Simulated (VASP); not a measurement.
# H4CO in VASP: notebook, part 2 of 3

VASP 6.6.1. Earlier steps stand in the parts before.

**3. Single point, PBE+D3(BJ)**

INCAR reads:

```
SYSTEM = H4CO
ALGO     = Normal         ! electronic algorithm
EDIFF    = 1E-6           ! SCF threshold, eV
ENCUT    = 520            ! plane-wave cutoff, eV
GGA      = PE             ! functional
GGA_COMPAT= .False.      
ISIF     = 2              ! what is computed and relaxed
ISMEAR   = -1             ! smearing method
IVDW     = 12             ! dispersion correction
LASPH    = .True.         ! aspherical terms in the spheres
LCHARG   = .False.        ! write CHGCAR
LREAL    = Auto         
LWAVE    = .False.        ! write WAVECAR
NBANDS   = 66             ! bands
NELM     = 120            ! most SCF steps
PREC     = Accurate       ! precision mode
SIGMA    = 0.05           ! smearing width, eV
```

KPOINTS reads:

```
k-points
0
Gamma
  1 1 1
  0 0 0
```

POSCAR reads:

```
H4CO
1.0
    7.1256230000      0.0000000000      0.0000000000
    0.0000000000      7.1256230000      0.0000000000
    0.0000000000      0.0000000000      7.1256230000
C O H
6 6 24
Direct
    0.8205177288      0.1133935938      0.3436752127
    0.2663767084     -0.0824769989      0.2843260161
    0.5503659119      0.7203019301      0.6632683205
    0.1043557876      0.4965600903      0.5690309465
   -0.0191281520      0.9473697949      0.8540867234
    0.1761810862      0.4776564800      0.0634751516
    0.7967303350     -0.0754039331      0.2592334733
    0.4027156643      0.0550267675      0.2463223216
    0.6017298417      0.5318833174      0.5904606517
    0.2339444565      0.3706342589      0.4842243268
    0.0824769989      1.0309835365      0.7031665863
    0.2523709155      0.3134182092     -0.0330637756
    0.7368478518      0.1473555365      0.4600018833
    0.8898871018     -0.0607806503      0.1539514510
    0.9666102178      0.1351180100      0.3868433679
    0.7825561358      0.2230682145      0.2342251337
    0.1670590768     -0.0300885972      0.3922183366
    0.5228595451      0.0051784946      0.2111534669
    0.1754092239     -0.1065450698      0.1582598462
    0.3201123607     -0.2079397128      0.3389317678
    0.5689888449      0.7015807600      0.8146375412
    0.5910641077      0.5427876271      0.4575740255
    0.6383301502      0.8413720456      0.6049997313
    0.4010877365      0.7487906671      0.6293625133
   -0.0183562897      0.4093677142      0.5773109243
    0.3761495662      0.3959653773      0.5183827435
    0.1617262098      0.5262557393      0.7141550991
    0.0991071237      0.6316500326      0.5033103772
   -0.1066994423      0.8383828333      0.7801703795
    0.1122287834      1.1514922976      0.7434718340
    0.0857609222      0.8969461337      0.9489415873
   -0.1153302666      1.0423649974      0.9252804983
    0.0322919133      0.4902448530      0.0066099484
    0.3393106820      0.2413824026      0.0435611034
    0.1911832832      0.4668504073      0.2161775890
    0.2660539296      0.5826718590      0.0093465512
```

Potentials or basis: VASP PAW PBE potentials, release 64 (C, O, H).

On the command line:

```bash
> cat potpaw_PBE.64/C/POTCAR potpaw_PBE.64/O/POTCAR potpaw_PBE.64/H/POTCAR > POTCAR
> mpirun -np 1 vasp_gam > vasp.out
```

OUTCAR:

```text
SYSTEM = H4CO
   EDIFF = 1E-6
   ENCUT = 520
   GGA = PE
   ISIF = 2
   ISMEAR = -1
   IVDW = 12
   LASPH = .True.
   LREAL = Auto
   NELM = 120
   PREC = Accurate
 IVDW          = 12

 ion  position               nearest neighbor table
   1  0.821  0.113  0.344-  13 1.05  15 1.10  16 1.14   7 1.48
   2  0.266  0.918  0.284-  20 1.05  17 1.11  19 1.12   8 1.41
   3  0.550  0.720  0.663-  21 1.09  24 1.11  23 1.14   9 1.49
   4  0.104  0.497  0.569-  28 1.07  25 1.07  27 1.13  10 1.42
   5  0.981  0.947  0.854-  31 1.07  32 1.09  29 1.13  11 1.43
   6  0.176  0.478  0.063-  36 1.06  35 1.10  33 1.11  12 1.46
   7  0.797  0.925  0.259-  14 1.01   1 1.48
   8  0.403  0.055  0.246-  18 0.96   2 1.41
   9  0.602  0.532  0.590-  22 0.95   3 1.49
  10  0.234  0.371  0.484-  26 1.06   4 1.42
  11  0.082  0.031  0.703-  30 0.93   5 1.43
  12  0.252  0.313  0.967-  34 0.97   6 1.46
  13  0.737  0.147  0.460-   1 1.05
  14  0.890  0.939  0.154-   7 1.01
  15  0.967  0.135  0.387-   1 1.10
  16  0.783  0.223  0.234-   1 1.14
  17  0.167  0.970  0.392-   2 1.11
[... 17 lines left out ...]
  35  0.191  0.467  0.216-   6 1.10
  36  0.266  0.583  0.009-   6 1.06

  LATTYP: Found a simple cubic cell.
 ALAT       =     7.1256230000

  Lattice vectors:

 A1 = (   7.1256230000,   0.0000000000,   0.0000000000)
 A2 = (   0.0000000000,   7.1256230000,   0.0000000000)
 A3 = (   0.0000000000,   0.0000000000,   7.1256230000)

Analysis of symmetry for initial positions (statically):
=====================================================================
 Subroutine PRICEL returns:
 Original cell was already a primitive cell.

 Routine SETGRP: Setting up the symmetry group for a
 simple cubic supercell.

 Subroutine GETGRP returns: Found  1 space group operations
 (whereof  1 operations were pure point group operations)
 out of a pool of 48 trial point group operations.

The static configuration has the point symmetry C_1 .

Analysis of symmetry for dynamics (positions and initial velocities):
=====================================================================
 Subroutine PRICEL returns:
 Original cell was already a primitive cell.

 Routine SETGRP: Setting up the symmetry group for a
 simple cubic supercell.

 Subroutine GETGRP returns: Found  1 space group operations
 (whereof  1 operations were pure point group operations)
 out of a pool of 48 trial point group operations.

The dynamic configuration has the point symmetry C_1 .

 Subroutine INISYM returns: Found  1 space group operations
 (whereof  1 operations are pure point group operations),
 and found     1 'primitive' translations

----------------------------------------------------------------------------------------

                                     Primitive cell

  volume of cell :     361.8000

  direct lattice vectors                    reciprocal lattice vectors
     7.125623000  0.000000000  0.000000000     0.140338606  0.000000000  0.000000000
     0.000000000  7.125623000  0.000000000     0.000000000  0.140338606  0.000000000
     0.000000000  0.000000000  7.125623000     0.000000000  0.000000000  0.140338606

  length of vectors
     7.125623000  7.125623000  7.125623000     0.140338606  0.140338606  0.140338606
[... 98 lines left out ...]

 Subroutine IBZKPT returns following result:
 ===========================================

 Found      1 irreducible k-points:

 Following reciprocal coordinates:
            Coordinates               Weight
  0.000000  0.000000  0.000000      1.000000
   k-points           NKPTS =      1   k-points in BZ     NKDIM =      1   number of bands    NBANDS=     66
   number of dos      NEDOS =    301   number of ions     NIONS =     36
   total plane-waves  NPLWV = 157464
   dimension x,y,z NGX =    54 NGY =   54 NGZ =   54
   dimension x,y,z NGXF=   108 NGYF=  108 NGZF=  108
   ions per type =               6   6  24
   NGX,Y,Z   is equivalent  to a cutoff of  12.60, 12.60, 12.60 a.u.
   NGXF,Y,Z  is equivalent  to a cutoff of  25.20, 25.20, 25.20 a.u.
 SYSTEM =  H4CO
   PREC   = accura    normal or accurate (medium, high low for compatibility)
   ISTART =      0    job   : 0-new  1-cont  2-samecut
   ICHARG =      2    charge: 1-file 2-atom 10-const
   ISPIN  =      1    spin polarized calculation?
   LNONCOLLINEAR =      F non collinear calculations
   LSORBIT =      F    spin-orbit coupling
   LASPH  =      T    aspherical Exc in radial PAW
   ENCUT  =  520.0 eV  38.22 Ry    6.18 a.u.  13.25 13.25 13.25*2*pi/ulx,y,z
   NELM   =    120;   NELMIN=  2; NELMDL= -5     # of ELM steps
   EDIFF  = 0.1E-05   stopping-criterion for ELM
   LREAL  =      T    real-space projection
   EDIFFG = 0.1E-04   stopping-criterion for IOM
   NSW    =      0    number of steps for IOM
   IBRION =     -1    ionic relax: 0-MD 1-quasi-New 2-CG
   NFREE  =      0    steps in history (QN), initial steepest desc. (CG)
   ISIF   =      2    stress and relaxation
   ISYM   =      2    0-nonsym 1-usesym 2-fastsym
   POTIM  = 0.5000    time-step for ionic-motion
   TEBEG  =    0.0;   TEEND  =   0.0 temperature during run
   PSTRESS=    0.0 pullay stress
   NELECT =      84.0000    total number of electrons
   NUPDOWN=      -1.0000    fix difference up-down
   EMIN   =  10.00;   EMAX   =-10.00  energy-range for DOS
   EFERMI =   0.00;   METHOD = LEGACY
   ISMEAR =    -1;   SIGMA  =   0.05  broadening in eV -4-tet -1-fermi 0-gaus
   EFERMI_NEDOS =   21; number of points for ismear=-14 and -15
   IALGO  =     38    algorithm
   IMIX   =      4    mixing-type and parameters
     AMIX     =   0.40;   BMIX     =  1.00
     AMIX_MAG =   1.60;   BMIX_MAG =  1.00
  volume/ion in A,a.u.               =      10.05        67.82
  Fermi-wavevector in a.u.,A,eV,Ry     =   1.006186  1.901416 13.774687  1.012411
  Thomas-Fermi vector in A             =   2.138913
   LORBIT       =      0    0 simple, 1 ext, 2 COOP (PROOUT), +10 PAW based schemes
   GGA     = PE    functional components
   LHFCALC =     F    Hartree Fock is set to
   AEXX    =    0.0000 exact exchange contribution
   IVDW    =    12    specifies the selected vdW correction
   LEPSILON=     F    determine dielectric tensor
   LRPA    =     F    only Hartree local field effects (RPA)
 non-spin polarized calculation
  energy-cutoff  :      520.00
  volume of cell :      361.80
 maximum number of plane-waves:      4886
 NGX is ok and might be reduce to    54
   NGX = 27   NGY = 27   NGZ = 27

 number of electron      83.9999996 magnetization

 Free energy of the ion-electron system (eV)
  ---------------------------------------------------
  ext. energy  EPLUGINS =         0.00000000
  ---------------------------------------------------
  free energy    TOTEN  =      -180.72766327 eV

  energy without entropy =     -180.72766327  energy(sigma->0) =     -180.72766327

 E-fermi :  -1.2057     XC(G=0):  -6.7487

 val. band max:       -2.5036067352   @ k =   0.0000   0.0000   0.0000
 cond. band min:       1.9829131744   @ k =   0.0000   0.0000   0.0000
 fundamental gap:      4.4865199096
 Fermi energy:        -1.2057217969

 k-point     1 :       0.0000    0.0000    0.0000
  band No.  band energies     occupation
      1     -22.5736      2.00000
      2     -22.4166      2.00000
      3     -22.2044      2.00000
      4     -22.1491      2.00000
      5     -21.4455      2.00000
      6     -21.3640      2.00000
[... 46 lines left out ...]
     53       5.5640      0.00000
     54       5.6320      0.00000
 [bands above 54 left out]

------------------------ aborting loop because EDIFF is reached ----------------------------------------

 Edisp (eV)   -1.39280

 E8    (eV) :    -0.3038

  FORCE on cell =-STRESS in cart. coord.  units (eV):
  Direction    XX          YY          ZZ          XY          YZ          ZX
  --------------------------------------------------------------------------------------
  -------------------------------------------------------------------------------------
  Total      -1.64944     2.85233     3.41082    -1.17624    -1.49804    -1.95621
  in kB      -7.30431    12.63114    15.10432    -5.20880    -6.63386    -8.66277
  external pressure =        6.81 kB  Pullay stress =        0.00 kB

 VOLUME and BASIS-vectors are now :
 -----------------------------------------------------------------------------
  energy-cutoff  :      520.00
  volume of cell :      361.80
      direct lattice vectors                 reciprocal lattice vectors
     7.125623000  0.000000000  0.000000000     0.140338606  0.000000000  0.000000000
     0.000000000  7.125623000  0.000000000     0.000000000  0.140338606  0.000000000
     0.000000000  0.000000000  7.125623000     0.000000000  0.000000000  0.140338606

 POSITION                                       TOTAL-FORCE (eV/Angst)
 -----------------------------------------------------------------------------------
      5.84670      0.80800      2.44890         0.958877      0.652569     -2.301848
      1.89810      6.53792      2.02600        -1.823169      1.442684     -0.552922
      3.92170      5.13260      4.72620         0.098556     -0.263717     -0.485576
      0.74360      3.53830      4.05470         2.325653     -0.689718      2.069390
      6.98932      6.75060      6.08590        -0.616164     -0.612318     -2.100572
      1.25540      3.40360      0.45230         0.308180     -1.701355     -0.788624
[... 28 lines left out ...]
      1.36230      3.32660      1.54040        -0.310999     -0.210731      0.064054
      1.89580      4.15190      0.06660         0.336755      1.781876     -0.158581
 -----------------------------------------------------------------------------------
    total drift:                                0.003596     -0.015540     -0.003059

  FREE ENERGIE OF THE ION-ELECTRON SYSTEM (eV)
  ---------------------------------------------------
  free  energy   TOTEN  =      -182.1204624930 eV

  energy  without entropy=     -182.1204624930  energy(sigma->0) =     -182.12046249
```

It took 56 s on 1 thread of Intel Xeon Platinum 8259CL at 2.50GHz (Skylake/Cascade Lake), shared host; peak memory 0.36 GiB.

Results:

| Quantity | Value |
| --- | --- |
| Free energy | -182.1205 eV |
| Pressure | 0.7 GPa |
| Largest force | 3.189 eV/Å |
| Band gap on the k mesh | 4.49 eV |
| Dispersion energy per atom | -0.039 eV |

Forces on the atoms (eV/Å):
```
C    0.959  0.653 -2.302
C   -1.823  1.443 -0.553
C    0.099 -0.264 -0.486
C    2.326 -0.690  2.069
C   -0.616 -0.612 -2.101
C    0.308 -1.701 -0.789
O    0.616  1.398 -0.186
O   -0.312  1.146  0.082
O   -0.115  0.884  0.825
O    2.762  0.004 -0.359
O   -0.859 -1.689 -0.693
O   -0.609 -0.261 -0.376
H   -1.288 -0.529  1.320
H   -0.972 -0.707  0.908
H   -0.033 -0.016 -0.128
H    0.331 -0.571  0.512
H    0.543  0.100 -0.106
H    0.795 -0.874 -0.090
H    0.633 -0.315  0.484
H    0.836 -1.656  0.288
H   -0.052  0.403  0.036
H    0.274  0.073 -1.236
H   -0.470 -1.202  0.407
H    0.338  0.048  0.281
H   -1.188  0.467  0.050
H   -2.707 -0.086 -0.097
H   -0.817 -0.180 -0.515
H   -0.687  0.651 -0.814
H    0.585  0.166  1.055
H    1.177  2.491  0.661
H    0.131 -0.889  0.727
H   -0.258  0.543  0.021
H    0.140  0.301  0.526
H   -0.073 -0.099  0.671
H   -0.311 -0.211  0.064
H    0.337  1.782 -0.159
```

Stress tensor (GPa, compression positive):
```
-0.73 -0.52 -0.87
-0.52  1.26 -0.66
-0.87 -0.66  1.51
```

Levels at points of the mesh, in eV from the valence-band top:
```csv
k point,band 38,band 39,band 40,band 41,band 42,band 43,band 44,band 45,band 46,band 47
"(0.00, 0.00, 0.00)",-0.94,-0.71,-0.23,-0.17,0.00,4.49,5.66,5.77,6.40,6.73
```

Caveat: the k points lie up to 0.88 Å⁻¹ apart; the atoms stand as in a frame of molecular dynamics.

(Continued in part 3 of 3.)
